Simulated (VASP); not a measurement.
Write the native input for VASP 6.6.1 that does the following.

- Task: relaxation of cell and atoms
- Functional: PBE
- Potentials or basis: VASP PAW PBE potentials, release 64 (Bi_d, S)
- Cutoff: 600 eV
- k mesh: 7 × 7 × 7
- Occupations: fermi-dirac, width 0.05 eV
- Spin: no spin polarisation
- Dipole correction: no
- Further INCAR settings: ALGO = Normal; EDIFF = 1e-06; IBRION = 2; EDIFFG = -0.01; NSW = 60; ISIF = 3

The structure of BiS lies in POSCAR:

```
BiS
1.0
    4.0029443400      0.0000000000      0.0000000000
    0.0000000000      4.0029443400      0.0000000000
    0.0000000000      0.0000000000      4.0029443400
Bi S
1 1
Direct
    0.5000000000      0.5000000000      0.5000000000
    0.0000000000      0.0000000000      0.0000000000
```

One way to write it, as run:

INCAR

```
SYSTEM = BiS
PREC     = Accurate       ! precision mode
ENCUT    = 600            ! plane-wave cutoff, eV
EDIFF    = 1E-6           ! SCF threshold, eV
ISMEAR   = -1             ! smearing method
SIGMA    = 0.05           ! smearing width, eV
LREAL    = .FALSE.        ! projectors in reciprocal space
LASPH    = .TRUE.         ! aspherical terms in the spheres
NELM     = 100            ! most SCF steps
ALGO     = Normal         ! electronic algorithm
ISIF     = 3              ! what is computed and relaxed
LWAVE    = .FALSE.        ! write WAVECAR
LCHARG   = .FALSE.        ! write CHGCAR
GGA      = PE             ! functional
IBRION   = 2              ! ionic algorithm
NSW      = 60             ! ionic steps
EDIFFG   = -0.01          ! ionic threshold
```

KPOINTS

```
Automatic mesh
0
G
  7 7 7
  0 0 0
```

Potentials or basis: VASP PAW PBE potentials, release 64 (Bi_d, S).

The run is started by

```sh
$ cat potpaw_PBE.64/Bi_d/POTCAR potpaw_PBE.64/S/POTCAR > POTCAR
$ mpirun -np 1 vasp_std > vasp.out
```

It gave:

The relaxed volume is 23.24 Å³/atom and the relaxed cell is a = 3.595 Å, b = 3.595 Å, c = 3.595 Å, α = 90.00°, β = 90.00°, γ = 90.00°. The space group after relaxing (to 0.1 Å) is Pm-3m (No. 221) and the energy gained by relaxing is 409.7 meV/atom. The ionic steps are 3. The pressure after relaxing is 0.0 GPa and the band gap on the k mesh is zero (an odd number of electrons rules out a gap without spin polarisation).

Caveat: the volume moved by over 15 % at a fixed basis, so the end points are rough; spin-orbit coupling is left out, which moves the levels of the heavy elements.

Wall time 58 s on 1 thread of Intel Xeon 8259CL, with other jobs on the host, peak memory 0.2 GiB.
